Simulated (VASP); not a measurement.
# SnO2 (P6_3/mmc) in VASP: notebook

Runs on SnO2. Level: PBE. Tasks: single point.

All numbers are computed with VASP 6.6.1; they aren't measurements. Logs are shortened: lines on timing, memory, paths and dates and some standing lists are left out, and cuts for length are marked.

### Step 1. The cell of the first run

Symmetry: P6_3/mmc, No. 194, hexagonal system. Conventional cell: a = 3.231 Å, b = 3.231 Å, c = 10.791 Å, α = 90.00°, β = 90.00°, γ = 120.00°. Within 2.8 Å of Sn (site symmetry -3m) lie 6 O at 2.12 Å. Within 2.8 Å of O (site symmetry 3m) lie 3 Sn at 2.12 Å and 3 O at 2.76 Å.

### Step 2. Single point, PBE

INCAR reads:

```
SYSTEM = SnO2
PREC = Accurate
ENCUT = 520
EDIFF = 1E-7
ISMEAR = 0
SIGMA = 0.01
LREAL = .FALSE.
LASPH = .TRUE.
NELM = 60
ALGO = Normal
ISIF = 2
LWAVE = .FALSE.
LCHARG = .TRUE.
GGA = PE
LELF = .TRUE.
LVHAR = .TRUE.
NBANDS = 35
```

KPOINTS reads:

```
Automatic mesh
0
G
  6 6 2
  0 0 0
```

POSCAR reads:

```
SnO2
1.0
    3.2305756200      0.0000000000      0.0000000000
   -1.6152878100      2.7977605558      0.0000000000
    0.0000000000      0.0000000000     10.7905620000
Sn O
2 4
Direct
    0.0000000000      0.0000000000      0.5000000000
    0.0000000000      0.0000000000      0.0000000000
    0.6666666667      0.3333333333      0.4058620000
    0.3333333333      0.6666666667      0.5941380000
    0.3333333333      0.6666666667      0.9058620000
    0.6666666667      0.3333333333      0.0941380000
```

Potentials or basis: VASP PAW PBE potentials, release 64 (Sn_d, O).

Run with:

```console
cat potpaw_PBE.64/Sn_d/POTCAR potpaw_PBE.64/O/POTCAR > POTCAR
mpirun -np 1 vasp_std > vasp.out
```

OUTCAR:

```text
SYSTEM = SnO2
   PREC = Accurate
   ENCUT = 520
   EDIFF = 1E-7
   ISMEAR = 0
   LREAL = .FALSE.
   LASPH = .TRUE.
   NELM = 60
   ISIF = 2
   GGA = PE

 ion  position               nearest neighbor table
   1  0.000  0.000  0.500-   3 2.12   4 2.12   3 2.12   4 2.12   3 2.12   4 2.12
   2  0.000  0.000  0.000-   5 2.12   6 2.12   6 2.12   5 2.12   6 2.12   5 2.12
   3  0.667  0.333  0.406-   1 2.12   1 2.12   1 2.12
   4  0.333  0.667  0.594-   1 2.12   1 2.12   1 2.12
   5  0.333  0.667  0.906-   2 2.12   2 2.12   2 2.12
   6  0.667  0.333  0.094-   2 2.12   2 2.12   2 2.12

  LATTYP: Found a hexagonal cell.
 ALAT       =     3.2305756200
 C/A-ratio  =     3.3401360220

  Lattice vectors:

 A1 = (   3.2305756200,   0.0000000000,   0.0000000000)
 A2 = (  -1.6152878100,   2.7977605558,   0.0000000000)
 A3 = (   0.0000000000,   0.0000000000,  10.7905620000)

Analysis of symmetry for initial positions (statically):
=====================================================================
 Subroutine PRICEL returns:
 Original cell was already a primitive cell.

 Routine SETGRP: Setting up the symmetry group for a
 hexagonal supercell.

 Subroutine GETGRP returns: Found 24 space group operations
 (whereof 12 operations were pure point group operations)
 out of a pool of 24 trial point group operations.

The static configuration has the point symmetry D_3d.
 The point group associated with its full space group is D_6h.

Analysis of symmetry for dynamics (positions and initial velocities):
=====================================================================
 Subroutine PRICEL returns:
 Original cell was already a primitive cell.

 Routine SETGRP: Setting up the symmetry group for a
 hexagonal supercell.

 Subroutine GETGRP returns: Found 24 space group operations
 (whereof 12 operations were pure point group operations)
 out of a pool of 24 trial point group operations.

The dynamic configuration has the point symmetry D_3d.
 The point group associated with its full space group is D_6h.

 Subroutine INISYM returns: Found 24 space group operations
 (whereof 12 operations are pure point group operations),
 and found     1 'primitive' translations

----------------------------------------------------------------------------------------

                                     Primitive cell

  volume of cell :      97.5292

  direct lattice vectors                    reciprocal lattice vectors
     3.230575620  0.000000000  0.000000000     0.309542360  0.178714365  0.000000000
    -1.615287810  2.797760556  0.000000000     0.000000000  0.357428729  0.000000000
     0.000000000  0.000000000 10.790562000     0.000000000  0.000000000  0.092673579

  length of vectors
     3.230575620  3.230575620 10.790562000     0.357428729  0.357428729  0.092673579

  position of ions in fractional coordinates (direct lattice)
     0.000000000  0.000000000  0.500000000
     0.000000000  0.000000000  0.000000000
     0.666666667  0.333333333  0.405862000
     0.333333333  0.666666667  0.594138000
     0.333333333  0.666666667  0.905862000
     0.666666667  0.333333333  0.094138000

  ion indices of the primitive-cell ions
   primitive index   ion index
                 1           1
                 2           2
                 3           3
                 4           4
                 5           5
                 6           6

----------------------------------------------------------------------------------------

 KPOINTS: Automatic mesh

Automatic generation of k-mesh.
 Grid dimensions read from file:
 generate k-points for:    6    6    2

 Generating k-lattice:

  Cartesian coordinates                     Fractional coordinates (reciprocal lattice)
     0.051590393  0.029785727  0.000000000     0.166666667  0.000000000  0.000000000
     0.000000000  0.059571455  0.000000000     0.000000000  0.166666667  0.000000000
     0.000000000  0.000000000  0.046336790     0.000000000  0.000000000  0.500000000

  Length of vectors
     0.059571455  0.059571455  0.046336790

  Shift w.r.t. Gamma in fractional coordinates (k-lattice)
     0.000000000  0.000000000  0.000000000

 Subroutine IBZKPT returns following result:
 ===========================================

 Found     14 irreducible k-points:

 Following reciprocal coordinates:
            Coordinates               Weight
  0.000000  0.000000  0.000000      1.000000
  0.166667  0.000000  0.000000      6.000000
  0.333333  0.000000  0.000000      6.000000
  0.500000  0.000000  0.000000      3.000000
  0.166667  0.166667  0.000000      6.000000
  0.333333  0.166667  0.000000     12.000000
  0.333333  0.333333  0.000000      2.000000
  0.000000  0.000000  0.500000      1.000000
  0.166667  0.000000  0.500000      6.000000
  0.333333  0.000000  0.500000      6.000000
  0.500000  0.000000  0.500000      3.000000
  0.166667  0.166667  0.500000      6.000000
  0.333333  0.166667  0.500000     12.000000
  0.333333  0.333333  0.500000      2.000000
   k-points           NKPTS =     14   k-points in BZ     NKDIM =     14   number of bands    NBANDS=     35
   number of dos      NEDOS =    301   number of ions     NIONS =      6
   total plane-waves  NPLWV =  46080
   dimension x,y,z NGX =    24 NGY =   24 NGZ =   80
   dimension x,y,z NGXF=    48 NGYF=   48 NGZF=  160
   ions per type =               2   4
   NGX,Y,Z   is equivalent  to a cutoff of  12.35, 12.35, 12.33 a.u.
   NGXF,Y,Z  is equivalent  to a cutoff of  24.70, 24.70, 24.65 a.u.
 SYSTEM =  SnO2
   PREC   = accura    normal or accurate (medium, high low for compatibility)
   ISTART =      0    job   : 0-new  1-cont  2-samecut
   ICHARG =      2    charge: 1-file 2-atom 10-const
   ISPIN  =      1    spin polarized calculation?
   LNONCOLLINEAR =      F non collinear calculations
   LSORBIT =      F    spin-orbit coupling
   LASPH  =      T    aspherical Exc in radial PAW
   ENCUT  =  520.0 eV  38.22 Ry    6.18 a.u.   6.01  6.01 20.06*2*pi/ulx,y,z
   NELM   =     60;   NELMIN=  2; NELMDL= -5     # of ELM steps
   EDIFF  = 0.1E-06   stopping-criterion for ELM
   LREAL  =      F    real-space projection
   EDIFFG = 0.1E-05   stopping-criterion for IOM
   NSW    =      0    number of steps for IOM
   IBRION =     -1    ionic relax: 0-MD 1-quasi-New 2-CG
   NFREE  =      0    steps in history (QN), initial steepest desc. (CG)
   ISIF   =      2    stress and relaxation
   ISYM   =      2    0-nonsym 1-usesym 2-fastsym
   POTIM  = 0.5000    time-step for ionic-motion
   TEBEG  =    0.0;   TEEND  =   0.0 temperature during run
   PSTRESS=    0.0 pullay stress
   NELECT =      52.0000    total number of electrons
   NUPDOWN=      -1.0000    fix difference up-down
   EMIN   =  10.00;   EMAX   =-10.00  energy-range for DOS
   EFERMI =   0.00;   METHOD = LEGACY
   ISMEAR =     0;   SIGMA  =   0.01  broadening in eV -4-tet -1-fermi 0-gaus
   EFERMI_NEDOS =   21; number of points for ismear=-14 and -15
   IALGO  =     38    algorithm
   IMIX   =      4    mixing-type and parameters
     AMIX     =   0.40;   BMIX     =  1.00
     AMIX_MAG =   1.60;   BMIX_MAG =  1.00
  volume/ion in A,a.u.               =      16.25       109.69
  Fermi-wavevector in a.u.,A,eV,Ry     =   1.327490  2.508591 23.976574  1.762228
  Thomas-Fermi vector in A             =   2.456798
   LORBIT       =      0    0 simple, 1 ext, 2 COOP (PROOUT), +10 PAW based schemes
   GGA     = PE    functional components
   LHFCALC =     F    Hartree Fock is set to
   AEXX    =    0.0000 exact exchange contribution
   IVDW    =     0    specifies the selected vdW correction
   LEPSILON=     F    determine dielectric tensor
   LRPA    =     F    only Hartree local field effects (RPA)
 non-spin polarized calculation
 Gauss-broadening in eV      SIGMA  =   0.01
  energy-cutoff  :      520.00
  volume of cell :       97.53
 maximum number of plane-waves:      2670
   NGX = 13   NGY = 13   NGZ = 41

 number of electron      51.9999995 magnetization

 Free energy of the ion-electron system (eV)
  ---------------------------------------------------
  ext. energy  EPLUGINS =         0.00000000
  ---------------------------------------------------
  free energy    TOTEN  =       -36.34685295 eV

  energy without entropy =      -36.34685295  energy(sigma->0) =      -36.34685295

 E-fermi :   2.1352     XC(G=0):  -9.1890

 val. band max:        2.0754561405   @ k =   0.3333   0.1667   0.0000
 cond. band min:       4.1820496174   @ k =   0.0000   0.0000   0.0000
 fundamental gap:      2.1065934769
 Fermi energy:         2.1351896512

 k-point     1 :       0.0000    0.0000    0.0000
  band No.  band energies     occupation
      1     -17.9425      2.00000
      2     -17.9419      2.00000
      3     -17.7290      2.00000
      4     -17.7290      2.00000
      5     -17.7290      2.00000
      6     -17.7290      2.00000
[... 27 lines left out ...]
     34      13.1815      0.00000
     35      13.2278      0.00000

 k-point     2 :       0.1667    0.0000    0.0000
  band No.  band energies     occupation
      1     -17.9653      2.00000
      2     -17.9641      2.00000
      3     -17.8174      2.00000
      4     -17.8169      2.00000
      5     -17.6800      2.00000
      6     -17.6800      2.00000
[... 27 lines left out ...]
     34      13.1871      0.00000
     35      13.7231      0.00000

 k-point     3 :       0.3333    0.0000    0.0000
  band No.  band energies     occupation
      1     -18.3381      2.00000
      2     -18.3359      2.00000
      3     -17.6959      2.00000
      4     -17.6955      2.00000
      5     -17.6426      2.00000
      6     -17.6425      2.00000
[... 27 lines left out ...]
     34      13.9458      0.00000
     35      14.3269      0.00000
[... 343 lines left out ...]
 k-point    13 :       0.3333    0.1667    0.5000
  band No.  band energies     occupation
      1     -18.3646      2.00000
      2     -18.3646      2.00000
      3     -17.8222      2.00000
      4     -17.8222      2.00000
      5     -17.6555      2.00000
      6     -17.6555      2.00000
[... 27 lines left out ...]
     34      13.4447      0.00000
     35      13.9649      0.00000

 k-point    14 :       0.3333    0.3333    0.5000
  band No.  band energies     occupation
      1     -18.1482      2.00000
      2     -18.1482      2.00000
      3     -18.1463      2.00000
      4     -18.1463      2.00000
      5     -17.5689      2.00000
      6     -17.5689      2.00000
[... 27 lines left out ...]
     34      12.2645      0.00000
     35      14.1140      0.00000

------------------------ aborting loop because EDIFF is reached ----------------------------------------

  FORCE on cell =-STRESS in cart. coord.  units (eV):
  Direction    XX          YY          ZZ          XY          YZ          ZX
  --------------------------------------------------------------------------------------
  -------------------------------------------------------------------------------------
  Total       -0.0249871     -0.0249871      0.2378202     -0.0000000      0.0000000      0.0000000
  in kB       -0.4104805     -0.4104805      3.9068327     -0.0000000      0.0000000      0.0000000
  external PRESSURE =       1.0286239 kB  Pullay stress =       0.0000000 kB

 VOLUME and BASIS-vectors are now :
 -----------------------------------------------------------------------------
  energy-cutoff  :      520.00
  volume of cell :       97.53
      direct lattice vectors                 reciprocal lattice vectors
     3.230575620  0.000000000  0.000000000     0.309542360  0.178714365  0.000000000
    -1.615287810  2.797760556  0.000000000     0.000000000  0.357428729  0.000000000
     0.000000000  0.000000000 10.790562000     0.000000000  0.000000000  0.092673579

 POSITION                                       TOTAL-FORCE (eV/Angst)
 -----------------------------------------------------------------------------------
      0.00000      0.00000      5.39528         0.000000     -0.000000      0.000000
      0.00000      0.00000      0.00000         0.000000     -0.000000      0.000000
      1.61529      0.93259      4.37948         0.000000     -0.000000      0.045710
     -0.00000      1.86517      6.41108         0.000000      0.000000     -0.045710
     -0.00000      1.86517      9.77476        -0.000000     -0.000000      0.045710
      1.61529      0.93259      1.01580         0.000000      0.000000     -0.045710
 -----------------------------------------------------------------------------------
    total drift:                               -0.000000      0.000000      0.000000

  FREE ENERGIE OF THE ION-ELECTRON SYSTEM (eV)
  ---------------------------------------------------
  free  energy   TOTEN  =       -36.3468529479 eV

  energy  without entropy=      -36.3468529479  energy(sigma->0) =      -36.34685295
```

It took 75 s on 1 thread of AMD EPYC 7R13, shared host; peak memory 0.18 GiB.

What came out:

```
Free energy            : -36.3469 eV
Pressure               : 0.1 GPa
Largest force          : 0.046 eV/Å
Band gap on the k mesh : 2.11 eV, indirect (least direct gap 2.48 eV)
```

Forces in eV/Å, atoms in the order of the input:
```
Sn   0.000  0.000  0.000
Sn   0.000  0.000  0.000
O    0.000  0.000  0.046
O    0.000  0.000 -0.046
O    0.000  0.000  0.046
O    0.000  0.000 -0.046
```

Stress tensor (GPa, compression positive):
```
-0.04  0.00  0.00
 0.00 -0.04  0.00
 0.00  0.00  0.39
```

Levels at points of the mesh, in eV from the valence-band top:
| k point | band 24 | band 25 | band 26 | band 27 | band 28 | band 29 |
| --- | --- | --- | --- | --- | --- | --- |
| (0.00, 0.00, 0.00) | -0.85 | -0.85 | -0.37 | 2.11 | 2.82 | 5.44 |
| (0.50, 0.00, 0.00) | -0.50 | -0.44 | -0.07 | 5.12 | 5.25 | 6.96 |
| (0.00, 0.00, 0.50) | -0.86 | -0.69 | -0.69 | 2.47 | 2.47 | 5.62 |
| (0.50, 0.00, 0.50) | -0.52 | -0.24 | -0.24 | 5.19 | 5.19 | 7.24 |

Caveat: spin-orbit coupling is left out, which moves the levels of the heavy elements.

(Continued in part 2 of 2.)
